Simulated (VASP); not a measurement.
# GaP (F-43m) in VASP: settings compared

Aim: see how the results for GaP move with the level of theory and the settings. Levels: b88 exchange, pbe correlation, PBE. Tasks: single point.

Program: VASP 6.6.1. These are calculated values, not measurements. Logs are shortened: lines on timing, memory, paths and dates and some standing lists are left out, and cuts for length are marked.

**Measured values to compare with.**

“Stacking defects in GaP nanowires: Electronic structure and optical properties”, 2018, arxiv:1810.01194 quotes, for a bulk crystal of GaP at 10 K: band gap 2.34 eV (indirect).

The runs below are set against these values where they give the same quantity.

## 1. The cell of the first run

The structure is cubic, space group F-43m (No. 216). The conventional cell has a = 5.522 Å, b = 5.522 Å, c = 5.522 Å, α = 90.00°, β = 90.00°, γ = 90.00°. Ga (site symmetry -43m) has 4 P at 2.39 Å within 3.2 Å. Within 3.2 Å of P (site symmetry -43m) lie 4 Ga at 2.39 Å.

## 2. Single point, b88 exchange, pbe correlation

INCAR

```
PREC = Accurate
ENCUT = 500
EDIFF = 1E-6
ISMEAR = -1
SIGMA = 0.05
LREAL = F
LASPH = T
NELM = 120
ALGO = Normal
ISIF = 2
LWAVE = F
LCHARG = T
GGA = LIBXC
LIBXC1 = GGA_X_B88
LIBXC2 = GGA_C_PBE
LELF = T
LVHAR = T
NBANDS = 16
GGA_COMPAT = F
```

KPOINTS

```
Automatic mesh
0
Gamma
  8 8 8
```

POSCAR

```
GaP
1.0
    0.0000000000      2.7611126653      2.7611126653
    2.7611126653      0.0000000000      2.7611126653
    2.7611126653      2.7611126653      0.0000000000
Ga P
1 1
Direct
    0.0000000000      0.0000000000      0.0000000000
    0.7500000000      0.7500000000      0.7500000000
```

Potentials or basis: VASP PAW PBE potentials, release 64 (Ga_d, P).

Run with:

```bash
$ cat potpaw_PBE.64/Ga_d/POTCAR potpaw_PBE.64/P/POTCAR > POTCAR
$ mpirun -np 1 vasp_std > vasp.out
```

OUTCAR:

```text
PREC = Accurate
   ENCUT = 500
   EDIFF = 1E-6
   ISMEAR = -1
   LREAL = F
   LASPH = T
   NELM = 120
   ISIF = 2
   GGA = LIBXC

 ion  position               nearest neighbor table
   1  0.000  0.000  0.000-   2 2.39   2 2.39   2 2.39   2 2.39
   2  0.750  0.750  0.750-   1 2.39   1 2.39   1 2.39   1 2.39

  LATTYP: Found a face centered cubic cell.
 ALAT       =     5.5222253306

  Lattice vectors:

 A1 = (   0.0000000000,   2.7611126653,   2.7611126653)
 A2 = (   2.7611126653,   0.0000000000,   2.7611126653)
 A3 = (   2.7611126653,   2.7611126653,   0.0000000000)

Analysis of symmetry for initial positions (statically):
=====================================================================
 Subroutine PRICEL returns:
 Original cell was already a primitive cell.

 Routine SETGRP: Setting up the symmetry group for a
 face centered cubic supercell.

 Subroutine GETGRP returns: Found 24 space group operations
 (whereof 24 operations were pure point group operations)
 out of a pool of 48 trial point group operations.

The static configuration has the point symmetry T_d .

Analysis of symmetry for dynamics (positions and initial velocities):
=====================================================================
 Subroutine PRICEL returns:
 Original cell was already a primitive cell.

 Routine SETGRP: Setting up the symmetry group for a
 face centered cubic supercell.

 Subroutine GETGRP returns: Found 24 space group operations
 (whereof 24 operations were pure point group operations)
 out of a pool of 48 trial point group operations.

The dynamic configuration has the point symmetry T_d .

 Subroutine INISYM returns: Found 24 space group operations
 (whereof 24 operations are pure point group operations),
 and found     1 'primitive' translations

----------------------------------------------------------------------------------------

                                     Primitive cell

  volume of cell :      42.1000

  direct lattice vectors                    reciprocal lattice vectors
     0.000000000  2.761112665  2.761112665    -0.181086417  0.181086417  0.181086417
     2.761112665  0.000000000  2.761112665     0.181086417 -0.181086417  0.181086417
     2.761112665  2.761112665  0.000000000     0.181086417  0.181086417 -0.181086417

  length of vectors
     3.904802979  3.904802979  3.904802979     0.313650875  0.313650875  0.313650875

  position of ions in fractional coordinates (direct lattice)
     0.000000000  0.000000000  0.000000000
     0.750000000  0.750000000  0.750000000

  ion indices of the primitive-cell ions
   primitive index   ion index
                 1           1
                 2           2

----------------------------------------------------------------------------------------

 KPOINTS: Automatic mesh

Automatic generation of k-mesh.
 Grid dimensions read from file:
 generate k-points for:    8    8    8

 Generating k-lattice:

  Cartesian coordinates                     Fractional coordinates (reciprocal lattice)
    -0.022635802  0.022635802  0.022635802     0.125000000  0.000000000  0.000000000
     0.022635802 -0.022635802  0.022635802     0.000000000  0.125000000  0.000000000
     0.022635802  0.022635802 -0.022635802     0.000000000  0.000000000  0.125000000

  Length of vectors
     0.039206359  0.039206359  0.039206359

  Shift w.r.t. Gamma in fractional coordinates (k-lattice)
     0.000000000  0.000000000  0.000000000

 Subroutine IBZKPT returns following result:
 ===========================================

 Found     29 irreducible k-points:

 Following reciprocal coordinates:
            Coordinates               Weight
  0.000000  0.000000  0.000000      1.000000
  0.125000  0.000000  0.000000      8.000000
  0.250000  0.000000  0.000000      8.000000
  0.375000  0.000000  0.000000      8.000000
  0.500000  0.000000  0.000000      4.000000
  0.125000  0.125000  0.000000      6.000000
[... 16 lines left out ...]
  0.500000  0.250000  0.125000     48.000000
 -0.375000  0.250000  0.125000     24.000000
 [... further k-points ...]
   k-points           NKPTS =     29   k-points in BZ     NKDIM =     29   number of bands    NBANDS=     16
   number of dos      NEDOS =    301   number of ions     NIONS =      2
   total plane-waves  NPLWV =  21952
   dimension x,y,z NGX =    28 NGY =   28 NGZ =   28
   dimension x,y,z NGXF=    56 NGYF=   56 NGZF=   56
   ions per type =               1   1
   NGX,Y,Z   is equivalent  to a cutoff of  11.92, 11.92, 11.92 a.u.
   NGXF,Y,Z  is equivalent  to a cutoff of  23.84, 23.84, 23.84 a.u.
 SYSTEM =  unknown system
   PREC   = accura    normal or accurate (medium, high low for compatibility)
   ISTART =      0    job   : 0-new  1-cont  2-samecut
   ICHARG =      2    charge: 1-file 2-atom 10-const
   ISPIN  =      1    spin polarized calculation?
   LNONCOLLINEAR =      F non collinear calculations
   LSORBIT =      F    spin-orbit coupling
   LASPH  =      T    aspherical Exc in radial PAW
   ENCUT  =  500.0 eV  36.75 Ry    6.06 a.u.   7.12  7.12  7.12*2*pi/ulx,y,z
   NELM   =    120;   NELMIN=  2; NELMDL= -5     # of ELM steps
   EDIFF  = 0.1E-05   stopping-criterion for ELM
   LREAL  =      F    real-space projection
   EDIFFG = 0.1E-04   stopping-criterion for IOM
   NSW    =      0    number of steps for IOM
   IBRION =     -1    ionic relax: 0-MD 1-quasi-New 2-CG
   NFREE  =      0    steps in history (QN), initial steepest desc. (CG)
   ISIF   =      2    stress and relaxation
   ISYM   =      2    0-nonsym 1-usesym 2-fastsym
   POTIM  = 0.5000    time-step for ionic-motion
   TEBEG  =    0.0;   TEEND  =   0.0 temperature during run
   PSTRESS=    0.0 pullay stress
   NELECT =      18.0000    total number of electrons
   NUPDOWN=      -1.0000    fix difference up-down
   EMIN   =  10.00;   EMAX   =-10.00  energy-range for DOS
   EFERMI =   0.00;   METHOD = LEGACY
   ISMEAR =    -1;   SIGMA  =   0.05  broadening in eV -4-tet -1-fermi 0-gaus
   EFERMI_NEDOS =   21; number of points for ismear=-14 and -15
   IALGO  =     38    algorithm
   IMIX   =      4    mixing-type and parameters
     AMIX     =   0.40;   BMIX     =  1.00
     AMIX_MAG =   1.60;   BMIX_MAG =  1.00
  volume/ion in A,a.u.               =      21.05       142.05
[... 36 lines left out ...]
      3     -10.3147      2.00000
      4     -10.2265      2.00000
      5     -10.2265      2.00000
      6      -7.9802      2.00000
[... 8 lines left out ...]
     15      13.9692      0.00000
     16      13.9692      0.00000

 k-point     2 :       0.1250    0.0000    0.0000
  band No.  band energies     occupation
      1     -10.3257      2.00000
      2     -10.3107      2.00000
      3     -10.3107      2.00000
      4     -10.2265      2.00000
      5     -10.2265      2.00000
      6      -7.7885      2.00000
[... 8 lines left out ...]
     15      13.3645      0.00000
     16      13.7274      0.00000

 k-point     3 :       0.2500    0.0000    0.0000
  band No.  band energies     occupation
      1     -10.3505      2.00000
      2     -10.3019      2.00000
      3     -10.3019      2.00000
      4     -10.2254      2.00000
      5     -10.2254      2.00000
      6      -7.2455      2.00000
[... 8 lines left out ...]
     15      13.1778      0.00000
     16      14.0377      0.00000

 k-point     4 :       0.3750    0.0000    0.0000
  band No.  band energies     occupation
      1     -10.3734      2.00000
      2     -10.2952      2.00000
      3     -10.2952      2.00000
      4     -10.2222      2.00000
      5     -10.2222      2.00000
      6      -6.4939      2.00000
[... 8 lines left out ...]
     15      14.3208      0.00000
     16      14.3208      0.00000

 k-point     5 :       0.5000    0.0000    0.0000
  band No.  band energies     occupation
      1     -10.3825      2.00000
      2     -10.2930      2.00000
      3     -10.2930      2.00000
      4     -10.2202      2.00000
      5     -10.2202      2.00000
      6      -6.0419      2.00000
[... 8 lines left out ...]
     15      15.7949      0.00000
     16      15.7949      0.00000

 k-point     6 :       0.1250    0.1250    0.0000
  band No.  band energies     occupation
      1     -10.3332      2.00000
      2     -10.3068      2.00000
      3     -10.3068      2.00000
      4     -10.2299      2.00000
      5     -10.2237      2.00000
      6      -7.7247      2.00000
[... 8 lines left out ...]
     15      14.0775      0.00000
     16      14.2099      0.00000

 k-point     7 :       0.2500    0.1250    0.0000
  band No.  band energies     occupation
      1     -10.3530      2.00000
      2     -10.2994      2.00000
      3     -10.2976      2.00000
      4     -10.2325      2.00000
      5     -10.2211      2.00000
      6      -7.2970      2.00000
[... 8 lines left out ...]
     15      14.2028      0.00000
     16      15.1670      0.00000

 k-point     8 :       0.3750    0.1250    0.0000
  band No.  band energies     occupation
      1     -10.3730      2.00000
      2     -10.2935      2.00000
      3     -10.2899      2.00000
      4     -10.2310      2.00000
      5     -10.2188      2.00000
      6      -6.5966      2.00000
[... 8 lines left out ...]
     15      14.9250      0.00000
     16      15.0198      0.00000

 k-point     9 :       0.5000    0.1250    0.0000
  band No.  band energies     occupation
      1     -10.3840      2.00000
      2     -10.2909      2.00000
      3     -10.2873      2.00000
      4     -10.2260      2.00000
      5     -10.2191      2.00000
      6      -5.9646      2.00000
[... 8 lines left out ...]
     15      15.7953      0.00000
     16      15.9324      0.00000
[... 172 lines left out ...]
 k-point    19 :       0.5000    0.3750    0.0000
  band No.  band energies     occupation
      1     -10.4088      2.00000
      2     -10.2660      2.00000
      3     -10.2625      2.00000
      4     -10.2506      2.00000
      5     -10.2104      2.00000
      6      -5.3917      2.00000
[... 8 lines left out ...]
     15      16.1294      0.00000
     16      17.1699      0.00000

 k-point    20 :      -0.3750    0.3750    0.0000
  band No.  band energies     occupation
      1     -10.4015      2.00000
      2     -10.2746      2.00000
      3     -10.2660      2.00000
      4     -10.2427      2.00000
      5     -10.2158      2.00000
      6      -5.2324      2.00000
[... 8 lines left out ...]
     15      14.5599      0.00000
     16      18.5491      0.00000

 k-point    21 :       0.5000    0.5000    0.0000
  band No.  band energies     occupation
      1     -10.4159      2.00000
      2     -10.2582      2.00000
      3     -10.2582      2.00000
      4     -10.2564      2.00000
      5     -10.2077      2.00000
      6      -5.1943      2.00000
[... 8 lines left out ...]
     15      16.5548      0.00000
     16      17.0482      0.00000

 k-point    22 :       0.3750    0.2500    0.1250
  band No.  band energies     occupation
      1     -10.3709      2.00000
      2     -10.2915      2.00000
      3     -10.2881      2.00000
      4     -10.2355      2.00000
      5     -10.2186      2.00000
      6      -6.7826      2.00000
[... 8 lines left out ...]
     15      15.1971      0.00000
     16      16.3865      0.00000

 k-point    23 :       0.5000    0.2500    0.1250
  band No.  band energies     occupation
      1     -10.3841      2.00000
      2     -10.2882      2.00000
      3     -10.2801      2.00000
      4     -10.2337      2.00000
      5     -10.2187      2.00000
      6      -6.0761      2.00000
[... 8 lines left out ...]
     15      15.5517      0.00000
     16      16.8839      0.00000

 k-point    24 :      -0.3750    0.2500    0.1250
  band No.  band energies     occupation
      1     -10.3890      2.00000
      2     -10.2877      2.00000
      3     -10.2773      2.00000
      4     -10.2307      2.00000
      5     -10.2201      2.00000
      6      -5.6583      2.00000
[... 8 lines left out ...]
     15      16.0837      0.00000
     16      16.5095      0.00000

 [... further k-points ...]

------------------------ aborting loop because EDIFF is reached ----------------------------------------

  FORCE on cell =-STRESS in cart. coord.  units (eV):
  Direction    XX          YY          ZZ          XY          YZ          ZX
  --------------------------------------------------------------------------------------
  -------------------------------------------------------------------------------------
  Total       -0.2274068     -0.2274068     -0.2274068     -0.0000000      0.0000000      0.0000000
  in kB       -8.6542956     -8.6542956     -8.6542956     -0.0000000      0.0000000      0.0000000
  external PRESSURE =      -8.6542956 kB  Pullay stress =       0.0000000 kB

 VOLUME and BASIS-vectors are now :
 -----------------------------------------------------------------------------
  energy-cutoff  :      500.00
  volume of cell :       42.10
      direct lattice vectors                 reciprocal lattice vectors
     0.000000000  2.761112665  2.761112665    -0.181086417  0.181086417  0.181086417
     2.761112665  0.000000000  2.761112665     0.181086417 -0.181086417  0.181086417
     2.761112665  2.761112665  0.000000000     0.181086417  0.181086417 -0.181086417

 POSITION                                       TOTAL-FORCE (eV/Angst)
 -----------------------------------------------------------------------------------
      0.00000      0.00000      0.00000         0.000000     -0.000000     -0.000000
      4.14167      4.14167      4.14167        -0.000000      0.000000      0.000000
 -----------------------------------------------------------------------------------
    total drift:                               -0.000001     -0.000001     -0.000001

  FREE ENERGIE OF THE ION-ELECTRON SYSTEM (eV)
  ---------------------------------------------------
  free  energy   TOTEN  =        -8.8969102260 eV

  energy  without entropy=       -8.8969102196  energy(sigma->0) =       -8.89691022
```

Wall time 13 s (1 thread of Intel Xeon Platinum 8488C (Sapphire Rapids), shared host); peak memory 0.16 GiB.

What came out:

- Free energy: -8.8969 eV
- Pressure: -0.9 GPa
- Band gap on the k mesh: 1.49 eV

Caveat: the PAW data sets were made with another functional, which shifts forces and pressure a little.

## 3. Single point, b88 exchange, pbe correlation

This run uses another cell than the first one, of 21.45 Å³/atom.

INCAR

```
PREC = Accurate
ENCUT = 500
EDIFF = 1E-6
ISMEAR = -1
SIGMA = 0.05
LREAL = False
LASPH = True
NELM = 120
ALGO = Normal
ISIF = 2
LWAVE = False
LCHARG = False
GGA = LIBXC
LIBXC1 = GGA_X_B88
LIBXC2 = GGA_C_PBE
NBANDS = 16
GGA_COMPAT = False
```

KPOINTS

```
regular mesh
0
Gamma
  8 8 8
```

POSCAR

```
GaP
1.0
    0.0000000000      2.7786998443      2.7786998443
    2.7786998443      0.0000000000      2.7786998443
    2.7786998443      2.7786998443      0.0000000000
Ga P
1 1
Direct
    0.0000000000      0.0000000000      0.0000000000
    0.7500000000      0.7500000000      0.7500000000
```

Potentials or basis: VASP PAW PBE potentials, release 64 (Ga_d, P).

Run with:

```bash
$ cat potpaw_PBE.64/Ga_d/POTCAR potpaw_PBE.64/P/POTCAR > POTCAR
$ mpirun -np 1 vasp_std > vasp.out
```

Wall time 16 s (1 thread of Intel Xeon Platinum 8488C (Sapphire Rapids), shared host); peak memory 0.17 GiB.

The run converged. Its results:

```yaml
Free_energy: -8.8895 eV
Pressure: -2.2 GPa
Band_gap_on_the_k_mesh: 1.34 eV
```

Levels at points of the mesh, in eV from the valence-band top:
| k point | band 7 | band 8 | band 9 | band 10 | band 11 | band 12 |
| --- | --- | --- | --- | --- | --- | --- |
| (0.00, 0.00, 0.00) | 0.00 | 0.00 | 0.00 | 1.34 | 3.90 | 3.90 |
| (0.50, 0.00, 0.00) | -6.31 | -1.03 | -1.03 | 1.49 | 4.73 | 4.73 |
| (0.50, 0.50, 0.00) | -6.49 | -2.48 | -2.48 | 1.77 | 1.87 | 10.16 |

Caveat: the PAW data sets were made with another functional, which shifts forces and pressure a little. A k mesh can miss the band edges.

## 4. Single point, PBE (19.43 Å³/atom)

This run uses another cell than the first one, of 19.43 Å³/atom.

INCAR

```
SYSTEM = GaP
PREC     = Accurate       ! precision mode
ENCUT    = 520            ! plane-wave cutoff, eV
EDIFF    = 1E-7           ! SCF threshold, eV
ISMEAR   = -1             ! smearing method
SIGMA    = 0.05           ! smearing width, eV
LREAL    = .False.        ! projectors in reciprocal space
LASPH    = .True.         ! aspherical terms in the spheres
NELM     = 80             ! most SCF steps
ALGO     = Normal         ! electronic algorithm
ISIF     = 2              ! what is computed and relaxed
LWAVE    = .False.        ! write WAVECAR
LCHARG   = .False.        ! write CHGCAR
GGA      = PE             ! functional
NBANDS   = 16             ! bands
```

KPOINTS

```
regular mesh
0
Gamma
  8 8 8
  0 0 0
```

POSCAR

```
GaP
1.0
    0.0000000000      2.6884177822      2.6884177822
    2.6884177822      0.0000000000      2.6884177822
    2.6884177822      2.6884177822      0.0000000000
Ga P
1 1
Direct
    0.0000000000      0.0000000000      0.0000000000
    0.7500000000      0.7500000000      0.7500000000
```

Run with:

```bash
$ cat potpaw_PBE.64/Ga_d/POTCAR potpaw_PBE.64/P/POTCAR > POTCAR
$ mpirun -np 1 vasp_std > vasp.out
```

It took 35 s on 1 thread of Intel Xeon 8259CL, shared host; peak memory 0.16 GiB.

The run converged. Its results:

* Free energy: -9.0720 eV
* Pressure: 6.4 GPa
* Band gap on the k mesh: 1.57 eV (least direct gap 2.17 eV)

Levels at points of the mesh, in eV from the valence-band top:
```csv
k point,band 5,band 6,band 7,band 8,band 9,band 10,band 11,band 12,band 13,band 14
"(0.00, 0.00, 0.00)",-14.51,-12.81,0.00,0.00,0.00,2.17,3.88,3.88,3.88,8.99
"(0.50, 0.00, 0.00)",-14.51,-10.60,-6.87,-1.18,-1.18,1.80,4.71,4.71,8.36,11.19
"(0.50, 0.50, 0.00)",-14.49,-9.65,-6.95,-2.83,-2.83,1.57,1.78,10.90,10.90,11.58
```

Caveat: the cell stands under pressure.

## 5. Summary

| level | cell | cutoff (eV) | gap on the mesh (eV) | pressure (GPa) |
| --- | --- | --- | --- | --- |
| b88 exchange, pbe correlation | a = 3.905 Å, angles 60.0°, 2 atoms | 500 | 1.49 | -0.9 |
| b88 exchange, pbe correlation | a = 3.930 Å, angles 60.0°, 2 atoms | 500 | 1.34 | -2.2 |
| PBE | a = 3.802 Å, angles 60.0°, 2 atoms | 520 | 1.57 | 6.4 |

Alike in all rows: task single point; potentials or basis VASP PAW PBE potentials, release 64 (Ga_d, P); no spin polarisation; k mesh 8 × 8 × 8; smearing fermi-dirac 0.05 eV.

Caveats: the PAW data sets were made with another functional, which shifts forces and pressure a little (at least some runs); the cell stands under pressure (at least some runs).

Absolute energies hang on the potentials; compare differences alone.

## 6. Against experiment

Step 2. Against the measured gap of GaP, 2.34 eV (indirect; 10 K; quoted in “Stacking defects in GaP nanowires: Electronic structure and optical properties”, 2018, arxiv:1810.01194), the calculated 1.49 eV is off by -0.85 eV. Spin-orbit coupling on Ga is left out. The value is that of b88 exchange, pbe correlation on a finite k mesh, which can miss the band edges, without temperature or zero-point motion.
